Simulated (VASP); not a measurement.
Write the native input for VASP 6.6.1 that does the following.

* Task: single point
* Functional: r2SCAN
* Potentials or basis: VASP PAW PBE potentials, release 64 (Cr_pv)
* Cutoff: 520 eV
* k mesh: 17 × 17 × 17
* Occupations: fermi-dirac, width 0.1 eV
* Spin: no spin polarisation
* Dipole correction: no
* Further INCAR settings: ALGO = Normal; EDIFF = 1e-07; NBANDS = 12

Crystal: Cr.

```
CELL_PARAMETERS angstrom
0.00000 1.84594 1.84594
1.84594 0.00000 1.84594
1.84594 1.84594 0.00000
ATOMIC_POSITIONS crystal
Cr 0.00000 0.00000 0.00000
```

This cell differs from its parent crystal: volume scaled by 1.08.

The input as run:

POSCAR

```
Cr
1.0
    0.0000000000      1.8459432206      1.8459432206
    1.8459432206      0.0000000000      1.8459432206
    1.8459432206      1.8459432206      0.0000000000
Cr
1
Direct
    0.0000000000      0.0000000000      0.0000000000
```

INCAR.step1

```
PREC = Accurate
ENCUT = 520
ISMEAR = -1
SIGMA = 0.1
LREAL = False
LASPH = True
NELM = 60
NBANDS = 12
GGA = PE
ALGO = Normal
EDIFF = 1E-4
LWAVE = True
LCHARG = False
```

INCAR.step2

```
PREC = Accurate
ENCUT = 520
EDIFF = 1E-7
ISMEAR = -1
SIGMA = 0.1
LREAL = False
LASPH = True
NELM = 60
ALGO = Normal
ISIF = 2
LWAVE = False
LCHARG = False
METAGGA = R2SCAN
LMIXTAU = True
NBANDS = 12
ISTART = 1
```

KPOINTS

```
Automatic mesh
0
Gamma
  17 17 17
```

Potentials or basis: VASP PAW PBE potentials, release 64 (Cr_pv).

The run is started by

```bash
$ cat potpaw_PBE.64/Cr_pv/POTCAR > POTCAR
$ cp INCAR.step1 INCAR
$ mpirun -np 1 vasp_std > vasp.out
$ cp INCAR.step2 INCAR
$ mpirun -np 1 vasp_std > vasp.out
```

Results of the run:

- Pressure: -16.3 GPa
- Band gap on the k mesh: zero (band 6 reaches 12.05 eV, above the bottom of band 7 at 9.10 eV)

Caveat: the PAW data sets were made with another functional, which shifts forces and pressure a little; the run has no spin polarisation, though such a crystal can be magnetic.

Wall time 3 min on 1 thread of Intel Xeon 8259CL, with other jobs on the host, peak memory 0.15 GiB.
